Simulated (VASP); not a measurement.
# Pd (P6/mmm) in VASP: a series of runs

Pd is run at these levels: r2SCAN; tasks: relaxation of cell and atoms, single point.

Program: VASP 6.6.1. These are calculated values, not measurements. Logs are shortened: lines on timing, memory, paths and dates and some standing lists are left out, and cuts for length are marked.

### 1 The cell of the first run

Symmetry: P6/mmm, No. 191, hexagonal system. The conventional cell has a = 4.365 Å, b = 4.365 Å, c = 2.676 Å, α = 90.00°, β = 90.00°, γ = 120.00°. Pd (site symmetry 6/mmm) has 14 Pd at 2.68 to 2.85 Å within 3.5 Å. Pd (site symmetry -6m2) has 11 Pd at 2.52 to 2.85 Å within 3.3 Å.

### 2 Relaxation of cell and atoms, r2SCAN

Contents of POSCAR:

```
Pd
1.0
    4.3646624039      0.0000000000      0.0000000000
   -2.1823312020      3.7799085207      0.0000000000
    0.0000000000      0.0000000000      2.6755380536
Pd
3
Direct
    0.0000000000      0.0000000000      0.0000000000
    0.3333333333      0.6666666667      0.5000000000
    0.6666666667      0.3333333333      0.5000000000
```

Contents of INCAR.step1:

```
PREC     = Accurate       # precision mode
ENCUT    = 600            # plane-wave cutoff, eV
ISMEAR   = -1             # smearing method
SIGMA    = 0.1            # smearing width, eV
LREAL    = False          # projectors in reciprocal space
LASPH    = True           # aspherical terms in the spheres
NELM     = 60             # most SCF steps
GGA      = PE             # functional
ALGO     = Normal         # electronic algorithm
EDIFF    = 1E-4           # SCF threshold, eV
LWAVE    = True           # write WAVECAR
LCHARG   = False          # write CHGCAR
```

Contents of INCAR.step2:

```
PREC     = Accurate       # precision mode
ENCUT    = 600            # plane-wave cutoff, eV
EDIFF    = 1E-6           # SCF threshold, eV
ISMEAR   = -1             # smearing method
SIGMA    = 0.1            # smearing width, eV
LREAL    = False          # projectors in reciprocal space
LASPH    = True           # aspherical terms in the spheres
NELM     = 60             # most SCF steps
ALGO     = Normal         # electronic algorithm
ISIF     = 3              # what is computed and relaxed
LWAVE    = False          # write WAVECAR
LCHARG   = False          # write CHGCAR
METAGGA  = R2SCAN         # meta-GGA
LMIXTAU  = True         
IBRION   = 2              # ionic algorithm
NSW      = 80             # ionic steps
EDIFFG   = -0.01          # ionic threshold
ISTART   = 1
```

Contents of KPOINTS:

```
Automatic mesh
0
Gamma
  8 8 12
```

Potentials or basis: VASP PAW PBE potentials, release 64 (Pd).

On the command line:

```console
> cat potpaw_PBE.64/Pd/POTCAR > POTCAR
> cp INCAR.step1 INCAR
> mpirun -np 1 vasp_std > vasp.out
> cp INCAR.step2 INCAR
> mpirun -np 1 vasp_std > vasp.out
```

OUTCAR:

```text
PREC = Accurate
   ENCUT = 600
   EDIFF = 1E-6
   ISMEAR = -1
   LREAL = False
   LASPH = True
   NELM = 60
   ISIF = 3
   METAGGA = R2SCAN
   IBRION = 2
   NSW = 80
   EDIFFG = -0.01
   ISTART = 1

 ion  position               nearest neighbor table
   1  0.000  0.000  0.000-   2 2.85   3 2.85   2 2.85   3 2.85   3 2.85   3 2.85   2 2.85   2 2.85
                             3 2.85   3 2.85   2 2.85   2 2.85
   2  0.333  0.667  0.500-   3 2.52   3 2.52   3 2.52   1 2.85   1 2.85   1 2.85   1 2.85   1 2.85
                             1 2.85
   3  0.667  0.333  0.500-   2 2.52   2 2.52   2 2.52   1 2.85   1 2.85   1 2.85   1 2.85   1 2.85
                             1 2.85

  LATTYP: Found a hexagonal cell.
 ALAT       =     4.3646624039
 C/A-ratio  =     0.6130000000

  Lattice vectors:

 A1 = (   4.3646624039,   0.0000000000,   0.0000000000)
 A2 = (  -2.1823312020,   3.7799085207,   0.0000000000)
 A3 = (   0.0000000000,   0.0000000000,   2.6755380536)

Analysis of symmetry for initial positions (statically):
=====================================================================
 Subroutine PRICEL returns:
 Original cell was already a primitive cell.

 Routine SETGRP: Setting up the symmetry group for a
 hexagonal supercell.

 Subroutine GETGRP returns: Found 24 space group operations
 (whereof 24 operations were pure point group operations)
 out of a pool of 24 trial point group operations.

The static configuration has the point symmetry D_6h.

Analysis of symmetry for dynamics (positions and initial velocities):
=====================================================================
 Subroutine PRICEL returns:
 Original cell was already a primitive cell.

 Routine SETGRP: Setting up the symmetry group for a
 hexagonal supercell.

 Subroutine GETGRP returns: Found 24 space group operations
 (whereof 24 operations were pure point group operations)
 out of a pool of 24 trial point group operations.

The dynamic configuration has the point symmetry D_6h.

 Subroutine INISYM returns: Found 24 space group operations
 (whereof 24 operations are pure point group operations),
 and found     1 'primitive' translations

----------------------------------------------------------------------------------------

                                     Primitive cell

  volume of cell :      44.1411

  direct lattice vectors                    reciprocal lattice vectors
     4.364662404  0.000000000  0.000000000     0.229112794  0.132278334  0.000000000
    -2.182331202  3.779908521  0.000000000     0.000000000  0.264556667  0.000000000
     0.000000000  0.000000000  2.675538054     0.000000000  0.000000000  0.373756598

  length of vectors
     4.364662404  4.364662404  2.675538054     0.264556667  0.264556667  0.373756598

  position of ions in fractional coordinates (direct lattice)
     0.000000000  0.000000000  0.000000000
     0.333333333  0.666666667  0.500000000
     0.666666667  0.333333333  0.500000000

  ion indices of the primitive-cell ions
   primitive index   ion index
                 1           1
                 2           2
                 3           3

----------------------------------------------------------------------------------------

 KPOINTS: Automatic mesh

Automatic generation of k-mesh.
 Grid dimensions read from file:
 generate k-points for:    8    8   12

 Generating k-lattice:

  Cartesian coordinates                     Fractional coordinates (reciprocal lattice)
     0.028639099  0.016534792  0.000000000     0.125000000 -0.000000000  0.000000000
     0.000000000  0.033069583  0.000000000     0.000000000  0.125000000  0.000000000
     0.000000000  0.000000000  0.031146383     0.000000000  0.000000000  0.083333333

  Length of vectors
     0.033069583  0.033069583  0.031146383

  Shift w.r.t. Gamma in fractional coordinates (k-lattice)
     0.000000000  0.000000000  0.000000000

 Subroutine IBZKPT returns following result:
 ===========================================

 Found     70 irreducible k-points:

 Following reciprocal coordinates:
            Coordinates               Weight
  0.000000  0.000000  0.000000      1.000000
  0.125000  0.000000  0.000000      6.000000
  0.250000  0.000000  0.000000      6.000000
  0.375000  0.000000  0.000000      6.000000
  0.500000  0.000000  0.000000      3.000000
  0.125000  0.125000  0.000000      6.000000
[... 16 lines left out ...]
  0.250000  0.000000  0.166667     12.000000
  0.375000  0.000000  0.166667     12.000000
 [... further k-points ...]
   k-points           NKPTS =     70   k-points in BZ     NKDIM =     70   number of bands    NBANDS=     19
   number of dos      NEDOS =    301   number of ions     NIONS =      3
   total plane-waves  NPLWV =  31104
   dimension x,y,z NGX =    36 NGY =   36 NGZ =   24
   dimension x,y,z NGXF=    72 NGYF=   72 NGZF=   48
   ions per type =               3
   NGX,Y,Z   is equivalent  to a cutoff of  13.71, 13.71, 14.91 a.u.
   NGXF,Y,Z  is equivalent  to a cutoff of  27.42, 27.42, 29.83 a.u.
 SYSTEM =  unknown system
   PREC   = accura    normal or accurate (medium, high low for compatibility)
   ISTART =      1    job   : 0-new  1-cont  2-samecut
   ICHARG =      0    charge: 1-file 2-atom 10-const
   ISPIN  =      1    spin polarized calculation?
   LNONCOLLINEAR =      F non collinear calculations
   LSORBIT =      F    spin-orbit coupling
   LASPH  =      T    aspherical Exc in radial PAW
   ENCUT  =  600.0 eV  44.10 Ry    6.64 a.u.   8.72  8.72  5.34*2*pi/ulx,y,z
   NELM   =     60;   NELMIN=  2; NELMDL=  0     # of ELM steps
   EDIFF  = 0.1E-05   stopping-criterion for ELM
   LREAL  =      F    real-space projection
   EDIFFG = -.1E-01   stopping-criterion for IOM
   NSW    =     80    number of steps for IOM
   IBRION =      2    ionic relax: 0-MD 1-quasi-New 2-CG
   NFREE  =      1    steps in history (QN), initial steepest desc. (CG)
   ISIF   =      3    stress and relaxation
   ISYM   =      2    0-nonsym 1-usesym 2-fastsym
   POTIM  = 0.5000    time-step for ionic-motion
   TEBEG  =    0.0;   TEEND  =   0.0 temperature during run
   PSTRESS=    0.0 pullay stress
   NELECT =      30.0000    total number of electrons
   NUPDOWN=      -1.0000    fix difference up-down
   EMIN   =  10.00;   EMAX   =-10.00  energy-range for DOS
   EFERMI =   0.00;   METHOD = LEGACY
   ISMEAR =    -1;   SIGMA  =   0.10  broadening in eV -4-tet -1-fermi 0-gaus
   EFERMI_NEDOS =   21; number of points for ismear=-14 and -15
   IALGO  =     38    algorithm
   IMIX   =      4    mixing-type and parameters
     AMIX     =   0.40;   BMIX     =  1.00
     AMIX_MAG =   1.60;   BMIX_MAG =  1.00
  volume/ion in A,a.u.               =      14.71        99.29
  Fermi-wavevector in a.u.,A,eV,Ry     =   1.439354  2.719984 28.187725  2.071739
  Thomas-Fermi vector in A             =   2.558219
   LORBIT       =      0    0 simple, 1 ext, 2 COOP (PROOUT), +10 PAW based schemes
   METAGGA = R2SCAN    functional components
   LHFCALC =     F    Hartree Fock is set to
   AEXX    =    0.0000 exact exchange contribution
   IVDW    =     0    specifies the selected vdW correction
   LEPSILON=     F    determine dielectric tensor
   LRPA    =     F    only Hartree local field effects (RPA)
 conjugate gradient relaxation of ions
 non-spin polarized calculation
  energy-cutoff  :      600.00
  volume of cell :       44.14
 maximum number of plane-waves:      1517
 NGX is ok and might be reduce to    36
   NGX = 17   NGY = 17   NGZ = 11

--------------------------------------- Ionic step        1  -------------------------------------------

 number of electron      30.0000011 magnetization

 Free energy of the ion-electron system (eV)
  ---------------------------------------------------
  ext. energy  EPLUGINS =         0.00000000
  ---------------------------------------------------
  free energy    TOTEN  =       -68.54104359 eV

  energy without entropy =      -68.37259345  energy(sigma->0) =      -68.45681852

------------------------ aborting loop because EDIFF is reached ----------------------------------------

  FORCE on cell =-STRESS in cart. coord.  units (eV):
  Direction    XX          YY          ZZ          XY          YZ          ZX
  --------------------------------------------------------------------------------------
  -------------------------------------------------------------------------------------
  Total        3.1322539      3.1322539      0.5535563     -0.0000000     -0.0000000      0.0000000
  in kB      113.6905747    113.6905747     20.0922838     -0.0000000     -0.0000000      0.0000000
  external PRESSURE =      82.4911444 kB  Pullay stress =       0.0000000 kB
[... 170 lines left out ...]
  energy  without entropy=      -68.4471656824  energy(sigma->0) =      -68.52945957

--------------------------------------- Ionic step        6  -------------------------------------------

 number of electron      29.9999998 magnetization

 Free energy of the ion-electron system (eV)
  ---------------------------------------------------
  ext. energy  EPLUGINS =         0.00000000
  ---------------------------------------------------
  free energy    TOTEN  =       -68.61193129 eV

  energy without entropy =      -68.44646661  energy(sigma->0) =      -68.52919895

 E-fermi :   9.0282     XC(G=0): -13.8308

 val. band max:        9.0247772682   @ k =   0.3750   0.0000   0.5000
 cond. band min:       9.0293827743   @ k =   0.3750   0.2500   0.1667
 fundamental gap:      0.0046055061
 Fermi energy:         9.0282181519

 k-point     1 :       0.0000    0.0000    0.0000
  band No.  band energies     occupation
      1       2.1256      2.00000
      2       3.9229      2.00000
      3       5.4248      2.00000
      4       5.8232      2.00000
      5       5.8351      2.00000
      6       5.8351      2.00000
[... 11 lines left out ...]
     18      16.8056      0.00000
     19      16.8407      0.00000
[... 489 lines left out ...]
      3       5.0493      2.00000
      4       5.1242      2.00000
      5       5.3577      2.00000
      6       5.8565      2.00000
[... 11 lines left out ...]
     18      13.2456      0.00000
     19      16.8766      0.00000

 [... further k-points ...]

------------------------ aborting loop because EDIFF is reached ----------------------------------------

  FORCE on cell =-STRESS in cart. coord.  units (eV):
  Direction    XX          YY          ZZ          XY          YZ          ZX
  --------------------------------------------------------------------------------------
  -------------------------------------------------------------------------------------
  Total        0.0188413      0.0188413      0.0055701     -0.0000000     -0.0000000     -0.0000000
  in kB        0.6570448      0.6570448      0.1942418     -0.0000000     -0.0000000     -0.0000000
  external PRESSURE =       0.5027771 kB  Pullay stress =       0.0000000 kB
[... 18 lines left out ...]
  FREE ENERGIE OF THE ION-ELECTRON SYSTEM (eV)
  ---------------------------------------------------
  free  energy   TOTEN  =       -68.6119312863 eV

  energy  without entropy=      -68.4464666118  energy(sigma->0) =      -68.52919895

 reached required accuracy - stopping structural energy minimisation
```

It took 15 min on 1 thread of Intel Xeon Platinum 8259CL at 2.50GHz (Skylake/Cascade Lake), shared host; peak memory 0.22 GiB.

Results:

- Free energy: -68.6119 eV
- Relaxed volume: 15.31 Å³/atom
- Relaxed cell: a = 4.470 Å, b = 4.470 Å, c = 2.655 Å, α = 90.00°, β = 90.00°, γ = 120.00°
- Space group after relaxing (to 0.05 Å): P6/mmm (No. 191)
- Energy gained by relaxing: 23.6 meV/atom
- Ionic steps: 6
- Pressure after relaxing: 0.1 GPa
- Band gap on the k mesh: zero (band 15 reaches 9.78 eV, above the bottom of band 16 at 8.75 eV)

Step by step:
```csv
step,energy change (eV),largest force (eV/Å),pressure (GPa),volume (Å³)
1,0.0000,0.0000,8.25,44.14
2,0.0341,0.0000,-9.67,49.13
3,-0.0649,0.0000,-1.04,46.25
4,-0.0649,0.0000,-0.87,46.21
5,-0.0707,0.0000,0.30,45.90
6,-0.0709,0.0000,0.05,45.94
```

Final structure:
```
Pd
1.0
     4.47010    0.00000    0.00000
    -2.23505    3.87122    0.00000
     0.00000    0.00000    2.65499
Pd
3
Direct
  0.00000 0.00000 0.00000
  0.33333 0.66667 0.50000
  0.66667 0.33333 0.50000
```

Caveat: the PAW data sets were made with another functional, which shifts forces and pressure a little.

### 3 Single point, r2SCAN, collinear spin, ferromagnetic start (volume scaled by 1.08)

Contents of POSCAR:

```
Pd
1.0
    4.5843683698      0.0000000000      0.0000000000
   -2.2921841849      3.9701794685      0.0000000000
    0.0000000000      0.0000000000      2.7174544102
Pd
3
Direct
    0.0000000000      0.0000000000      1.0000000000
    0.3333333333      0.6666666667      0.5000000000
    0.6666666667      0.3333333333      0.5000000000
```

Contents of INCAR.step1:

```
SYSTEM = Pd
  PREC = Accurate
  ENCUT = 520
  ISMEAR = -1
  SIGMA = 0.05
  LREAL = .FALSE.
  LASPH = .TRUE.
  NELM = 150
  ISPIN = 2
  MAGMOM = 0.291 0.241 0.241
  LMAXMIX = 4
  NBANDS = 26
  GGA = PE
  ALGO = Normal
  EDIFF = 1E-4
  LWAVE = .TRUE.
  LCHARG = .FALSE.
```

Contents of INCAR.step2:

```
SYSTEM = Pd
  PREC = Accurate
  ENCUT = 520
  EDIFF = 1E-7
  ISMEAR = -1
  SIGMA = 0.05
  LREAL = .FALSE.
  LASPH = .TRUE.
  NELM = 150
  ALGO = Normal
  ISIF = 2
  LWAVE = .FALSE.
  LCHARG = .FALSE.
  ISPIN = 2
  MAGMOM = 0.291 0.241 0.241
  LORBIT = 11
  LMAXMIX = 4
  METAGGA = R2SCAN
  LMIXTAU = .TRUE.
  NBANDS = 26
  ISTART = 1
```

Contents of KPOINTS:

```
Automatic mesh
0
G
  9 9 13
  0 0 0
```

Potentials or basis: VASP PAW PBE potentials, release 64 (Pd).

On the command line:

```console
> cat potpaw_PBE.64/Pd/POTCAR > POTCAR
> cp INCAR.step1 INCAR
> mpirun -np 1 vasp_std > vasp.out
> cp INCAR.step2 INCAR
> mpirun -np 1 vasp_std > vasp.out
```

It took 17 min on 1 thread of Oxide Virtual Turin-like, shared host; peak memory 0.26 GiB.

Results (log left out):

```
Free energy                                           : -68.4280 eV
Pressure                                              : -10.3 GPa
Net moment                                            : 0.86 μB per cell
Site moments                                          : Pd +0.30, +0.29 μB
Valence electrons inside the program's atomic spheres : Pd 9.26, 9.33
```

Stress tensor (GPa, compression positive):
```
-10.54   0.00   0.00
  0.00 -10.54   0.00
  0.00   0.00  -9.95
```

Levels at points of the mesh, in eV from the Fermi level:
Spin up:
| k point | band 13 | band 14 | band 15 | band 16 | band 17 | band 18 | band 19 | band 20 |
| --- | --- | --- | --- | --- | --- | --- | --- | --- |
| (0.00, 0.00, 0.00) | -1.44 | -1.44 | -0.11 | -0.11 | 7.33 | 7.33 | 7.37 | 7.37 |
Spin down:
| k point | band 13 | band 14 | band 15 | band 16 | band 17 | band 18 |
| --- | --- | --- | --- | --- | --- | --- |
| (0.00, 0.00, 0.00) | -1.18 | -1.18 | 0.17 | 0.17 | 7.42 | 7.42 |

Caveat: the cell differs from its parent crystal (volume scaled by 1.08); the PAW data sets were made with another functional, which shifts forces and pressure a little.

### 4 Single point, r2SCAN, collinear spin, ferromagnetic start (volume scaled by 1.12)

Contents of POSCAR:

```
Pd
1.0
    4.6402808116      0.0000000000      0.0000000000
   -2.3201404058      4.0186010635      0.0000000000
    0.0000000000      0.0000000000      2.7505973645
Pd
3
Direct
    0.0000000000      0.0000000000      1.0000000000
    0.3333333333      0.6666666667      0.5000000000
    0.6666666667      0.3333333333      0.5000000000
```

Contents of INCAR.step1:

```
PREC     = Accurate       # precision mode
ENCUT    = 520            # plane-wave cutoff, eV
ISMEAR   = -1             # smearing method
SIGMA    = 0.05           # smearing width, eV
LREAL    = False          # projectors in reciprocal space
LASPH    = True           # aspherical terms in the spheres
NELM     = 150            # most SCF steps
ISPIN    = 2              # spin polarisation
MAGMOM   = 0.291 0.241 0.241 # initial moments
LMAXMIX  = 4              # l up to which the mixer works
NBANDS   = 26             # bands
GGA      = PE             # functional
ALGO     = Normal         # electronic algorithm
EDIFF    = 1E-4           # SCF threshold, eV
LWAVE    = True           # write WAVECAR
LCHARG   = False          # write CHGCAR
```

Contents of INCAR.step2:

```
PREC     = Accurate       # precision mode
ENCUT    = 520            # plane-wave cutoff, eV
EDIFF    = 1E-6           # SCF threshold, eV
ISMEAR   = -1             # smearing method
SIGMA    = 0.05           # smearing width, eV
LREAL    = False          # projectors in reciprocal space
LASPH    = True           # aspherical terms in the spheres
NELM     = 150            # most SCF steps
ALGO     = Normal         # electronic algorithm
ISIF     = 2              # what is computed and relaxed
LWAVE    = False          # write WAVECAR
LCHARG   = False          # write CHGCAR
ISPIN    = 2              # spin polarisation
MAGMOM   = 0.291 0.241 0.241 # initial moments
LORBIT   = 11             # projections on sites
LMAXMIX  = 4              # l up to which the mixer works
METAGGA  = R2SCAN         # meta-GGA
LMIXTAU  = True         
NBANDS   = 26             # bands
ISTART   = 1
```

Contents of KPOINTS:

```
regular mesh
0
Gamma
  9 9 13
```

On the command line:

```console
> cat potpaw_PBE.64/Pd/POTCAR > POTCAR
> cp INCAR.step1 INCAR
> mpirun -np 1 vasp_std > vasp.out
> cp INCAR.step2 INCAR
> mpirun -np 1 vasp_std > vasp.out
```

It took 9.6 min on 1 thread of Oxide Virtual Turin-like, shared host; peak memory 0.26 GiB.

Results (log left out):

```
Free energy                                           : -68.2883 eV
Pressure                                              : -14.0 GPa
Net moment                                            : 0.87 μB per cell
Site moments                                          : Pd +0.31, +0.29 μB
Valence electrons inside the program's atomic spheres : Pd 9.21, 9.28
```

Stress tensor (GPa, compression positive):
```
-14.16   0.00   0.00
  0.00 -14.16   0.00
  0.00   0.00 -13.70
```

Levels at points of the mesh, in eV from the Fermi level:
Spin up:
```csv
k point,band 14,band 15,band 16,band 17,band 18,band 19
"(0.00, 0.00, 0.00)",-1.38,-0.13,-0.13,7.16,7.16,7.20
```
Spin down:
```csv
k point,band 12,band 13,band 14,band 15,band 16,band 17,band 18,band 19
"(0.00, 0.00, 0.00)",-1.28,-1.11,-1.11,0.15,0.15,7.24,7.24,7.27
```

Caveat: the cell differs from its parent crystal (volume scaled by 1.12); the PAW data sets were made with another functional, which shifts forces and pressure a little.

[end of part 1 of 2]
